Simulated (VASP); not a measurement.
# V (Im-3m) in VASP: a series of runs

Runs on V. Level: PBE. Tasks: single point, relaxation of cell and atoms.

All numbers are computed with VASP 6.6.1; they aren't measurements. Logs are shortened: lines on timing, memory, paths and dates and some standing lists are left out, and cuts for length are marked.

## (1) The cell of the first run

Symmetry: Im-3m, No. 229, cubic system. The conventional cell has a = 2.999 Å, b = 2.999 Å, c = 2.999 Å, α = 90.00°, β = 90.00°, γ = 90.00°. Within 3.4 Å of V (site symmetry m-3m) lie 14 V at 2.60 to 3.00 Å.

## (2) Single point, PBE, collinear spin, ferromagnetic start

The input, INCAR:

```
SYSTEM = V
ALGO = Normal ; EDIFF = 1E-7
ENCUT = 520 ; GGA = PE
ISIF = 2 ; ISMEAR = -1
ISPIN = 2 ; LASPH = .True.
LCHARG = .False. ; LMAXMIX = 4
LORBIT = 11 ; LREAL = .False.
LWAVE = .False. ; MAGMOM = 1.5
NBANDS = 16 ; NELM = 150
PREC = Accurate ; SIGMA = 0.1
```

The input, KPOINTS:

```
k-points
0
Gamma
  11 11 11
  0 0 0
```

The input, POSCAR:

```
V
1.0
    1.4995548631      1.4995548631      1.4995548631
   -1.4995548631      1.4995548631      1.4995548631
   -1.4995548631     -1.4995548631      1.4995548631
V
1
Direct
    0.0000000000      0.0000000000      0.0000000000
```

Potentials or basis: VASP PAW PBE potentials, release 64 (V_sv).

Run with:

```sh
> cat potpaw_PBE.64/V_sv/POTCAR > POTCAR
> mpirun -np 1 vasp_std > vasp.out
```

OUTCAR:

```text
SYSTEM = V
   EDIFF = 1E-7
   ENCUT = 520
   GGA = PE
   ISIF = 2
   ISMEAR = -1
   ISPIN = 2
   LASPH = .True.
   LORBIT = 11
   LREAL = .False.
   NELM = 150
   PREC = Accurate

 ion  position               nearest neighbor table
   1  0.000  0.000  0.000-

  LATTYP: Found a body centered cubic cell.
 ALAT       =     2.9991097262

  Lattice vectors:

 A1 = (   1.4995548631,  -1.4995548631,  -1.4995548631)
 A2 = (   1.4995548631,   1.4995548631,   1.4995548631)
 A3 = (  -1.4995548631,  -1.4995548631,   1.4995548631)

Analysis of symmetry for initial positions (statically):
=====================================================================
 Subroutine PRICEL returns:
 Original cell was already a primitive cell.

 Routine SETGRP: Setting up the symmetry group for a
 body centered cubic supercell.

 Subroutine GETGRP returns: Found 48 space group operations
 (whereof 48 operations were pure point group operations)
 out of a pool of 48 trial point group operations.

The static configuration has the point symmetry O_h .

Analysis of symmetry for dynamics (positions and initial velocities):
=====================================================================
 Subroutine PRICEL returns:
 Original cell was already a primitive cell.

 Routine SETGRP: Setting up the symmetry group for a
 body centered cubic supercell.

 Subroutine GETGRP returns: Found 48 space group operations
 (whereof 48 operations were pure point group operations)
 out of a pool of 48 trial point group operations.

The dynamic configuration has the point symmetry O_h .

Analysis of structural, dynamic, and magnetic symmetry:
=====================================================================
 Subroutine PRICEL returns:
 Original cell was already a primitive cell.

 Routine SETGRP: Setting up the symmetry group for a
 body centered cubic supercell.

 Subroutine GETGRP returns: Found 48 space group operations
 (whereof 48 operations were pure point group operations)
 out of a pool of 48 trial point group operations.

The overall configuration has the point symmetry O_h .

 Subroutine INISYM returns: Found 48 space group operations
 (whereof 48 operations are pure point group operations),
 and found     1 'primitive' translations

----------------------------------------------------------------------------------------

                                     Primitive cell

  volume of cell :      13.4880

  direct lattice vectors                    reciprocal lattice vectors
     1.499554863  1.499554863  1.499554863     0.333432282  0.000000000  0.333432282
    -1.499554863  1.499554863  1.499554863    -0.333432282  0.333432282  0.000000000
    -1.499554863 -1.499554863  1.499554863     0.000000000 -0.333432282  0.333432282

  length of vectors
     2.597305212  2.597305212  2.597305212     0.471544455  0.471544455  0.471544455

  position of ions in fractional coordinates (direct lattice)
     0.000000000  0.000000000  0.000000000

  ion indices of the primitive-cell ions
   primitive index   ion index
                 1           1

----------------------------------------------------------------------------------------

 KPOINTS: k-points

Automatic generation of k-mesh.
 Grid dimensions read from file:
 generate k-points for:   11   11   11

 Generating k-lattice:

  Cartesian coordinates                     Fractional coordinates (reciprocal lattice)
     0.030312026  0.000000000  0.030312026     0.090909091  0.000000000  0.000000000
    -0.030312026  0.030312026  0.000000000     0.000000000  0.090909091  0.000000000
     0.000000000 -0.030312026  0.030312026     0.000000000  0.000000000  0.090909091

  Length of vectors
     0.042867678  0.042867678  0.042867678

  Shift w.r.t. Gamma in fractional coordinates (k-lattice)
     0.000000000  0.000000000  0.000000000

 Subroutine IBZKPT returns following result:
 ===========================================

 Found     56 irreducible k-points:

 Following reciprocal coordinates:
            Coordinates               Weight
  0.000000  0.000000  0.000000      1.000000
  0.090909  0.000000  0.000000     12.000000
  0.181818  0.000000  0.000000     12.000000
  0.272727  0.000000  0.000000     12.000000
  0.363636  0.000000  0.000000     12.000000
  0.454545  0.000000  0.000000     12.000000
[... 16 lines left out ...]
  0.363636  0.181818  0.090909     48.000000
  0.454545  0.181818  0.090909     48.000000
 [... further k-points ...]
   k-points           NKPTS =     56   k-points in BZ     NKDIM =     56   number of bands    NBANDS=     16
   number of dos      NEDOS =    301   number of ions     NIONS =      1
   total plane-waves  NPLWV =   8000
   dimension x,y,z NGX =    20 NGY =   20 NGZ =   20
   dimension x,y,z NGXF=    40 NGYF=   40 NGZF=   40
   ions per type =               1
   NGX,Y,Z   is equivalent  to a cutoff of  12.80, 12.80, 12.80 a.u.
   NGXF,Y,Z  is equivalent  to a cutoff of  25.60, 25.60, 25.60 a.u.
 SYSTEM =  V
   PREC   = accura    normal or accurate (medium, high low for compatibility)
   ISTART =      0    job   : 0-new  1-cont  2-samecut
   ICHARG =      2    charge: 1-file 2-atom 10-const
   ISPIN  =      2    spin polarized calculation?
   LNONCOLLINEAR =      F non collinear calculations
   LSORBIT =      F    spin-orbit coupling
   LASPH  =      T    aspherical Exc in radial PAW
   ENCUT  =  520.0 eV  38.22 Ry    6.18 a.u.   4.83  4.83  4.83*2*pi/ulx,y,z
   NELM   =    150;   NELMIN=  2; NELMDL= -5     # of ELM steps
   EDIFF  = 0.1E-06   stopping-criterion for ELM
   LREAL  =      F    real-space projection
   EDIFFG = 0.1E-05   stopping-criterion for IOM
   NSW    =      0    number of steps for IOM
   IBRION =     -1    ionic relax: 0-MD 1-quasi-New 2-CG
   NFREE  =      0    steps in history (QN), initial steepest desc. (CG)
   ISIF   =      2    stress and relaxation
   ISYM   =      2    0-nonsym 1-usesym 2-fastsym
   POTIM  = 0.5000    time-step for ionic-motion
   TEBEG  =    0.0;   TEEND  =   0.0 temperature during run
   PSTRESS=    0.0 pullay stress
   NELECT =      13.0000    total number of electrons
   NUPDOWN=      -1.0000    fix difference up-down
   EMIN   =  10.00;   EMAX   =-10.00  energy-range for DOS
   EFERMI =   0.00;   METHOD = LEGACY
   ISMEAR =    -1;   SIGMA  =   0.10  broadening in eV -4-tet -1-fermi 0-gaus
   EFERMI_NEDOS =   21; number of points for ismear=-14 and -15
   IALGO  =     38    algorithm
   IMIX   =      4    mixing-type and parameters
     AMIX     =   0.40;   BMIX     =  1.00
     AMIX_MAG =   1.60;   BMIX_MAG =  1.00
  volume/ion in A,a.u.               =      13.49        91.02
  Fermi-wavevector in a.u.,A,eV,Ry     =   1.617113  3.055900 35.579958  2.615053
  Thomas-Fermi vector in A             =   2.711590
   LORBIT       =     11    0 simple, 1 ext, 2 COOP (PROOUT), +10 PAW based schemes
   GGA     = PE    functional components
   LHFCALC =     F    Hartree Fock is set to
   AEXX    =    0.0000 exact exchange contribution
   IVDW    =     0    specifies the selected vdW correction
   LEPSILON=     F    determine dielectric tensor
   LRPA    =     F    only Hartree local field effects (RPA)
 spin polarized calculation
  energy-cutoff  :      520.00
  volume of cell :       13.49
 maximum number of plane-waves:       373
   NGX =  9   NGY =  9   NGZ =  9

 number of electron      12.9999990 magnetization       0.0001600

 Free energy of the ion-electron system (eV)
  ---------------------------------------------------
  ext. energy  EPLUGINS =         0.00000000
  ---------------------------------------------------
  free energy    TOTEN  =        -9.02001180 eV

  energy without entropy =       -8.96191466  energy(sigma->0) =       -8.99096323

 E-fermi :   9.7050     XC(G=0): -12.8971

 val. band max:        9.6893974617   @ k =  -0.4545   0.1818   0.0000
 cond. band min:       9.7582281100   @ k =   0.2727   0.1818   0.0909
 fundamental gap:      0.0688306483
 Fermi energy:         9.7049715037

 spin component 1

 k-point     1 :       0.0000    0.0000    0.0000
  band No.  band energies     occupation
      1     -54.0284      1.00000
      2     -27.3314      1.00000
      3     -27.3314      1.00000
      4     -27.3314      1.00000
      5       3.1067      1.00000
      6      10.1036      0.01822
[... 8 lines left out ...]
     15      37.2005      0.00000
     16      41.4530      0.00000

 k-point     2 :       0.0909    0.0000    0.0000
  band No.  band energies     occupation
      1     -54.0130      1.00000
      2     -27.4055      1.00000
      3     -27.3540      1.00000
      4     -27.3319      1.00000
      5       3.4373      1.00000
      6       9.9645      0.06946
[... 8 lines left out ...]
     15      37.6976      0.00000
     16      38.8711      0.00000

 k-point     3 :       0.1818    0.0000    0.0000
  band No.  band energies     occupation
      1     -53.9716      1.00000
      2     -27.6014      1.00000
      3     -27.4144      1.00000
      4     -27.3333      1.00000
      5       4.3507      1.00000
      6       9.6083      0.72449
[... 8 lines left out ...]
     15      35.9781      0.00000
     16      36.7883      0.00000

 k-point     4 :       0.2727    0.0000    0.0000
  band No.  band energies     occupation
      1     -53.9168      1.00000
      2     -27.8524      1.00000
      3     -27.4926      1.00000
      4     -27.3352      1.00000
      5       5.5456      1.00000
      6       9.1746      0.99505
[... 8 lines left out ...]
     15      36.0642      0.00000
     16      37.4744      0.00000
[... 324 lines left out ...]
 k-point    22 :       0.2727    0.1818    0.0909
  band No.  band energies     occupation
      1     -53.9117      1.00000
      2     -27.7670      1.00000
      3     -27.5092      1.00000
      4     -27.4300      1.00000
      5       5.6477      1.00000
      6       9.5512      0.82318
[... 8 lines left out ...]
     15      35.6065      0.00000
     16      38.4369      0.00000

 k-point    23 :       0.3636    0.1818    0.0909
  band No.  band energies     occupation
      1     -53.8615      1.00000
      2     -27.9591      1.00000
      3     -27.6004      1.00000
      4     -27.4385      1.00000
      5       6.6774      1.00000
      6       9.0407      0.99870
[... 8 lines left out ...]
     15      35.5415      0.00000
     16      39.3885      0.00000

 k-point    24 :       0.4545    0.1818    0.0909
  band No.  band energies     occupation
      1     -53.8229      1.00000
      2     -28.1061      1.00000
      3     -27.6725      1.00000
      4     -27.4388      1.00000
      5       7.1208      1.00000
      6       8.9830      0.99927
[... 8 lines left out ...]
     15      35.3223      0.00000
     16      39.4475      0.00000

 [... further k-points ...]

 spin component 2

 k-point     1 :       0.0000    0.0000    0.0000
  band No.  band energies     occupation
      1     -54.0282      1.00000
      2     -27.3313      1.00000
      3     -27.3313      1.00000
      4     -27.3313      1.00000
      5       3.1068      1.00000
      6      10.1038      0.01820
[... 8 lines left out ...]
     15      37.2006      0.00000
     16      41.4531      0.00000

 k-point     2 :       0.0909    0.0000    0.0000
  band No.  band energies     occupation
      1     -54.0128      1.00000
      2     -27.4053      1.00000
      3     -27.3539      1.00000
      4     -27.3318      1.00000
      5       3.4374      1.00000
      6       9.9646      0.06937
[... 8 lines left out ...]
     15      37.6977      0.00000
     16      38.8712      0.00000

 k-point     3 :       0.1818    0.0000    0.0000
  band No.  band energies     occupation
      1     -53.9714      1.00000
      2     -27.6013      1.00000
      3     -27.4142      1.00000
      4     -27.3332      1.00000
      5       4.3508      1.00000
      6       9.6084      0.72422
[... 8 lines left out ...]
     15      35.9782      0.00000
     16      36.7884      0.00000

 k-point     4 :       0.2727    0.0000    0.0000
  band No.  band energies     occupation
      1     -53.9167      1.00000
      2     -27.8522      1.00000
      3     -27.4925      1.00000
      4     -27.3351      1.00000
      5       5.5457      1.00000
      6       9.1747      0.99505
[... 8 lines left out ...]
     15      36.0643      0.00000
     16      37.4745      0.00000
[... 324 lines left out ...]
 k-point    22 :       0.2727    0.1818    0.0909
  band No.  band energies     occupation
      1     -53.9115      1.00000
      2     -27.7669      1.00000
      3     -27.5090      1.00000
      4     -27.4299      1.00000
      5       5.6478      1.00000
      6       9.5513      0.82301
[... 8 lines left out ...]
     15      35.6066      0.00000
     16      38.4370      0.00000

 k-point    23 :       0.3636    0.1818    0.0909
  band No.  band energies     occupation
      1     -53.8613      1.00000
      2     -27.9589      1.00000
      3     -27.6003      1.00000
      4     -27.4384      1.00000
      5       6.6775      1.00000
      6       9.0408      0.99870
[... 8 lines left out ...]
     15      35.5417      0.00000
     16      39.3886      0.00000

 k-point    24 :       0.4545    0.1818    0.0909
  band No.  band energies     occupation
      1     -53.8227      1.00000
      2     -28.1060      1.00000
      3     -27.6724      1.00000
      4     -27.4386      1.00000
      5       7.1209      1.00000
      6       8.9832      0.99927
[... 8 lines left out ...]
     15      35.3224      0.00000
     16      39.4476      0.00000

 [... further k-points ...]

------------------------ aborting loop because EDIFF is reached ----------------------------------------

  FORCE on cell =-STRESS in cart. coord.  units (eV):
  Direction    XX          YY          ZZ          XY          YZ          ZX
  --------------------------------------------------------------------------------------
  -------------------------------------------------------------------------------------
  Total        0.0188324      0.0188324      0.0188324      0.0000000      0.0000000     -0.0000000
  in kB        2.2370162      2.2370162      2.2370162      0.0000000      0.0000000     -0.0000000
  external PRESSURE =       2.2370162 kB  Pullay stress =       0.0000000 kB

 VOLUME and BASIS-vectors are now :
 -----------------------------------------------------------------------------
  energy-cutoff  :      520.00
  volume of cell :       13.49
      direct lattice vectors                 reciprocal lattice vectors
     1.499554863  1.499554863  1.499554863     0.333432282  0.000000000  0.333432282
    -1.499554863  1.499554863  1.499554863    -0.333432282  0.333432282  0.000000000
    -1.499554863 -1.499554863  1.499554863     0.000000000 -0.333432282  0.333432282

 POSITION                                       TOTAL-FORCE (eV/Angst)
 -----------------------------------------------------------------------------------
      0.00000      0.00000      0.00000        -0.000000      0.000000      0.000000
 -----------------------------------------------------------------------------------
    total drift:                               -0.000000      0.000000      0.000000

  FREE ENERGIE OF THE ION-ELECTRON SYSTEM (eV)
  ---------------------------------------------------
  free  energy   TOTEN  =        -9.0200117978 eV

  energy  without entropy=       -8.9619146642  energy(sigma->0) =       -8.99096323

 total charge

# of ion       s       p       d       tot
------------------------------------------
    1        2.341   6.222   3.086  11.649

 magnetization (x)

# of ion       s       p       d       tot
------------------------------------------
    1        0.000   0.000   0.000   0.000
```

Wall time 36 s (1 thread of Intel Xeon 8259CL, shared host); peak memory 0.14 GiB.

Results:

```
Free energy                                           : -9.0200 eV
Pressure                                              : 0.2 GPa
Net moment                                            : 0.00 μB per cell
Valence electrons inside the program's atomic spheres : V 11.65
```

Levels at points of the mesh, in eV from the Fermi level:
Spin up:
| k point | band 4 | band 5 | band 6 | band 7 | band 8 | band 9 |
| --- | --- | --- | --- | --- | --- | --- |
| (0.00, 0.00, 0.00) | -37.04 | -6.60 | 0.40 | 0.40 | 0.40 | 2.41 |
Spin down:
| k point | band 4 | band 5 | band 6 | band 7 | band 8 | band 9 |
| --- | --- | --- | --- | --- | --- | --- |
| (0.00, 0.00, 0.00) | -37.04 | -6.60 | 0.40 | 0.40 | 0.40 | 2.41 |

[end of part 1 of 2]
